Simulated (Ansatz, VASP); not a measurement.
# One calculation of TiS2, two programs

```
Ti S
1.0
     3.36031    0.00000    0.00000
    -1.68016    2.91012    0.00000
     0.00000    0.00000    5.52162
Ti S
1 2
Direct
  0.00000 0.00000 0.00000
  0.33333 0.66667 0.25854
  0.66667 0.33333 0.74146
```

Alike in both runs: functional PBE; dispersion D3(BJ); k mesh 15 × 15 × 8; occupations gaussian, width 0.1 eV; no spin polarisation.

Ansatz relaxed the structure, and its values are those at the end. VASP's run is a single point on that final structure, the one shown.

```csv
,VASP,Ansatz
version,VASP 6.6.1,Ansatz 0.2.0
potentials or method,"VASP PAW PBE potentials, release 64 (Ti_sv, S)","scalar-relativistic, plane waves, norm-conserving pseudopotentials"
plane-wave cutoff (eV),500,1155
valence electrons in the cell,24,24
```

```csv
,VASP,Ansatz,Ansatz less VASP
gap on the k mesh at the Fermi level (eV),none,none,-
pressure (GPa),0.0,0.0,-0.02
rms of the force components (eV/Å),0.004,0.000,-0.0041
```

A gap of «none» marks a metal or a gap that the smearing closes.
